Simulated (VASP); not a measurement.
Here is a VASP 6.6.1 calculation.

The input INCAR:

```
  ALGO = Normal
  EDIFF = 1E-6
  ENCUT = 520
  GGA = PE
  ISIF = 2
  ISMEAR = -1
  LASPH = T
  LCHARG = F
  LREAL = F
  LWAVE = F
  NBANDS = 10
  NELM = 80
  PREC = Accurate
  SIGMA = 0.05
```

The input KPOINTS:

```
k-points
0
Gamma
  7 7 7
```

POSCAR

```
K
1.0
   -2.3812258175      2.3812258175      2.3812258175
    2.3812258175     -2.3812258175      2.3812258175
    2.3812258175      2.3812258175     -2.3812258175
K
1
Direct
    0.0000000000      0.0000000000      0.0000000000
```

Potentials or basis: VASP PAW PBE potentials, release 64 (K_sv).

Run with:

```console
$ cat potpaw_PBE.64/K_sv/POTCAR > POTCAR
$ mpirun -np 1 vasp_std > vasp.out
```

**Question.** Estimate the pressure.

**Answer.** 2.0 GPa.

**Question.** Predict the band gap on the k mesh.

**Answer.** Zero (an odd number of electrons rules out a gap without spin polarisation).
